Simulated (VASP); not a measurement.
# AlNi3 (R-3m) in VASP: further runs, part 2 of 2

VASP 6.6.1. The steps go on from the part before.

## (6) Single point, PBEsol (10.26 Å³/atom)

This run uses another cell than the first one, of 10.26 Å³/atom.

Contents of INCAR:

```
PREC = Accurate ; ENCUT = 520
EDIFF = 1E-6 ; ISMEAR = 0
SIGMA = 0.15 ; LREAL = F
LASPH = T ; NELM = 60
ALGO = Fast ; ISIF = 2
LWAVE = F ; LCHARG = F
GGA = PS ; NBANDS = 24
```

Contents of KPOINTS:

```
Automatic mesh
0
Gamma
  14 14 14
```

Contents of POSCAR:

```
AlNi3
1.0
    0.2030608609      2.8425001279      2.8425001279
    2.8425001279      0.2030608609      2.8425001279
    2.8425001279      2.8425001279      0.2030608609
Al Ni
1 3
Direct
    0.5000000000      0.5000000000      0.5000000000
    0.2500000000      0.2500000000      0.2500000000
    0.0000000000      0.0000000000      0.0000000000
    0.7500000000      0.7500000000      0.7500000000
```

Potentials or basis: VASP PAW PBE potentials, release 64 (Al, Ni).

Launch:

```
$ cat potpaw_PBE.64/Al/POTCAR potpaw_PBE.64/Ni/POTCAR > POTCAR
$ mpirun -np 1 vasp_std > vasp.out
```

OUTCAR:

```text
PREC = Accurate
   ENCUT = 520
   EDIFF = 1E-6
   ISMEAR = 0
   LREAL = F
   LASPH = T
   NELM = 60
   ISIF = 2
   GGA = PS

 ion  position               nearest neighbor table
   1  0.500  0.500  0.500-   2 2.32   2 2.32   2 2.32   4 2.32   4 2.32   4 2.32   4 2.55   2 2.55
                             3 2.74   3 2.74   3 2.74   3 2.74   3 2.74   3 2.74
   2  0.250  0.250  0.250-   3 2.32   3 2.32   3 2.32   1 2.32   1 2.32   1 2.32   3 2.55   1 2.55
                             4 2.74   4 2.74   4 2.74   4 2.74   4 2.74   4 2.74
   3  0.000  0.000  0.000-   4 2.32   4 2.32   4 2.32   2 2.32   2 2.32   2 2.32   4 2.55   2 2.55
                             1 2.74   1 2.74   1 2.74   1 2.74   1 2.74   1 2.74
   4  0.750  0.750  0.750-   1 2.32   1 2.32   1 2.32   3 2.32   3 2.32   3 2.32   3 2.55   1 2.55
                             2 2.74   2 2.74   2 2.74   2 2.74   2 2.74   2 2.74

  LATTYP: Found a trigonal (rhomboedric) cell.
 ALAT       =     4.0250276605
 COS(alpha) =     0.5699830165

  Lattice vectors:

 A1 = (   0.2030608609,   2.8425001279,   2.8425001279)
 A2 = (   2.8425001279,   0.2030608609,   2.8425001279)
 A3 = (   2.8425001279,   2.8425001279,   0.2030608609)

Analysis of symmetry for initial positions (statically):
=====================================================================
 Subroutine PRICEL returns:
 Original cell was already a primitive cell.

 Routine SETGRP: Setting up the symmetry group for a
 trigonal (rhombohedral) supercell.

 Subroutine GETGRP returns: Found 12 space group operations
 (whereof 12 operations were pure point group operations)
 out of a pool of 12 trial point group operations.

The static configuration has the point symmetry D_3d.

Analysis of symmetry for dynamics (positions and initial velocities):
=====================================================================
 Subroutine PRICEL returns:
 Original cell was already a primitive cell.

[... 131 lines left out ...]
     AMIX_MAG =   1.60;   BMIX_MAG =  1.00
  volume/ion in A,a.u.               =      10.26        69.20
  Fermi-wavevector in a.u.,A,eV,Ry     =   1.522583  2.877264 31.541821  2.318258
  Thomas-Fermi vector in A             =   2.631142
   LORBIT       =      0    0 simple, 1 ext, 2 COOP (PROOUT), +10 PAW based schemes
   GGA     = PS    functional components
   LHFCALC =     F    Hartree Fock is set to
   AEXX    =    0.0000 exact exchange contribution
   IVDW    =     0    specifies the selected vdW correction
   LEPSILON=     F    determine dielectric tensor
   LRPA    =     F    only Hartree local field effects (RPA)
 non-spin polarized calculation
 RMM-DIIS sequential band-by-band and
 Gauss-broadening in eV      SIGMA  =   0.15
  energy-cutoff  :      520.00
  volume of cell :       41.02
 maximum number of plane-waves:      1129
 NGX is ok and might be reduce to    30
   NGX = 15   NGY = 15   NGZ = 15

 number of electron      33.0000018 magnetization

 Free energy of the ion-electron system (eV)
  ---------------------------------------------------
  ext. energy  EPLUGINS =         0.00000000
  ---------------------------------------------------
  free energy    TOTEN  =       -23.62277501 eV

  energy without entropy =      -23.59587549  energy(sigma->0) =      -23.60932525

 E-fermi :  10.8277     XC(G=0): -13.3425

 val. band max:       10.8259100740   @ k =  -0.4286   0.3571   0.2857
 cond. band min:      10.8280454512   @ k =  -0.3571   0.5000   0.1429
 fundamental gap:      0.0021353771
 Fermi energy:        10.8277282487

 k-point     1 :       0.0000    0.0000    0.0000
  band No.  band energies     occupation
      1       0.1069      2.00000
      2       6.7823      2.00000
      3       6.8043      2.00000
      4       6.8043      2.00000
      5       7.1035      2.00000
      6       7.1035      2.00000
[... 637 lines left out ...]
     23      19.0749      0.00000
     24      20.4933      0.00000

 [... further k-points ...]

------------------------ aborting loop because EDIFF is reached ----------------------------------------

  FORCE on cell =-STRESS in cart. coord.  units (eV):
  Direction    XX          YY          ZZ          XY          YZ          ZX
  --------------------------------------------------------------------------------------
  -------------------------------------------------------------------------------------
  Total        4.6829542      4.6829542      4.6829542     -2.8249740     -2.8249740     -2.8249740
  in kB      182.9088997    182.9088997    182.9088997   -110.3390872   -110.3390872   -110.3390872
  external PRESSURE =     182.9088997 kB  Pullay stress =       0.0000000 kB

 VOLUME and BASIS-vectors are now :
 -----------------------------------------------------------------------------
  energy-cutoff  :      520.00
  volume of cell :       41.02
      direct lattice vectors                 reciprocal lattice vectors
     0.203060861  2.842500128  2.842500128    -0.195967169  0.182901181  0.182901181
     2.842500128  0.203060861  2.842500128     0.182901181 -0.195967169  0.182901181
     2.842500128  2.842500128  0.203060861     0.182901181  0.182901181 -0.195967169

 POSITION                                       TOTAL-FORCE (eV/Angst)
 -----------------------------------------------------------------------------------
      2.94403      2.94403      2.94403         0.000000     -0.000000      0.000000
      1.47202      1.47202      1.47202        -0.072284     -0.072284     -0.072284
      0.00000      0.00000      0.00000         0.000000     -0.000000     -0.000000
      4.41605      4.41605      4.41605         0.072284      0.072284      0.072284
 -----------------------------------------------------------------------------------
    total drift:                                0.000000     -0.000000      0.000000

  FREE ENERGIE OF THE ION-ELECTRON SYSTEM (eV)
  ---------------------------------------------------
  free  energy   TOTEN  =       -23.6227750140 eV

  energy  without entropy=      -23.5958754889  energy(sigma->0) =      -23.60932525
```

Run time: 2.7 min. Hardware: 1 thread of Intel Xeon 6975P-C (Granite Rapids), shared host; peak memory 0.35 GiB.

Results:

```
Free energy            : -23.6228 eV
Pressure               : 18.3 GPa
Largest force          : 0.125 eV/Å
Band gap on the k mesh : zero (an odd number of electrons rules out a gap without spin polarisation)
```

Forces on the atoms (eV/Å):
```
Al   0.000  0.000  0.000
Ni  -0.072 -0.072 -0.072
Ni   0.000  0.000  0.000
Ni   0.072  0.072  0.072
```

Stress tensor (GPa, compression positive):
```
 18.29 -11.03 -11.03
-11.03  18.29 -11.03
-11.03 -11.03  18.29
```

Caveat: the cell stands under pressure; the PAW data sets were made with another functional, which shifts forces and pressure a little. Spin polarisation is off, so any magnetic state and its effect on volume and gap are missing.

## (7) Summary

| cell | further INCAR settings | gap on the mesh (eV) | pressure (GPa) | largest force (eV/Å) |
| --- | --- | --- | --- | --- |
| a = 3.761 Å, angles 63.2°, 4 atoms | ALGO = Fast; EDIFF = 1e-06; NBANDS = 24 | none | 21.8 | 0.15 |
| a = 4.059 Å, angles 53.7°, 4 atoms | ALGO = Fast; EDIFF = 1e-07; NBANDS = 24 | none | 25.3 | 0.16 |
| a = 3.948 Å, angles 56.8°, 4 atoms | ALGO = Fast; EDIFF = 1e-06; NBANDS = 24 | none | 21.6 | 0.10 |
| a = 3.684 Å, angles 66.5°, 4 atoms | ALGO = Fast; EDIFF = 1e-06; NBANDS = 24 | none | 27.2 | 0.33 |
| a = 4.025 Å, angles 55.3°, 4 atoms | ALGO = Fast; EDIFF = 1e-06; NBANDS = 24 | none | 18.3 | 0.13 |

Alike in all rows: task single point; level PBEsol; potentials or basis VASP PAW PBE potentials, release 64 (Al, Ni); no spin polarisation; k mesh 14 × 14 × 14; cutoff (eV) 520; smearing gaussian 0.15 eV.

Caveats: the cell stands under pressure; the PAW data sets were made with another functional, which shifts forces and pressure a little.

Total energies depend on the potentials used, so only differences within one code and one set of settings carry meaning.
